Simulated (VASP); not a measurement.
Wanted: the native input for a VASP 6.6.1 run.

* Task: single point
* Functional: PBE
* Potentials or basis: VASP PAW PBE potentials, release 64 (Ta_pv, F)
* Cutoff: 520 eV
* k mesh: 24 × 24 × 14
* Occupations: gaussian, width 0.1 eV
* Spin: no spin polarisation
* Dipole correction: no
* Further INCAR settings: ALGO = Normal; EDIFF = 1e-06; NBANDS = 16

The structure of TaF lies in POSCAR:

```
TaF
1.0
    2.7932062822      0.0000000000      0.0000000000
   -1.3966031411      2.4189875984      0.0000000000
    0.0000000000      0.0000000000      4.1435502021
Ta F
1 1
Direct
    0.0000000000      0.0000000000      0.0000000000
    0.6666666667      0.3333333333      0.5000000000
```

These files were run (other wordings do the same):

INCAR

```
PREC = Accurate
ENCUT = 520
EDIFF = 1E-6
ISMEAR = 0
SIGMA = 0.1
LREAL = F
LASPH = T
NELM = 100
ALGO = Normal
ISIF = 2
LWAVE = F
LCHARG = F
GGA = PE
NBANDS = 16
```

KPOINTS

```
regular mesh
0
Gamma
  24 24 14
```

Potentials or basis: VASP PAW PBE potentials, release 64 (Ta_pv, F).

Launch:

```bash
$ cat potpaw_PBE.64/Ta_pv/POTCAR potpaw_PBE.64/F/POTCAR > POTCAR
$ mpirun -np 1 vasp_std > vasp.out
```

It gave:

| Quantity | Value |
| --- | --- |
| Pressure | -0.1 GPa |
| Band gap on the k mesh | zero (bands 9 and 10 overlap by 1.01 eV) |

Caveat: spin-orbit coupling is left out, which moves the levels of the heavy elements.

Wall time 2.3 min on 1 thread of AMD EPYC 9R14 (Zen 4), on a shared host, peak memory 0.29 GiB.
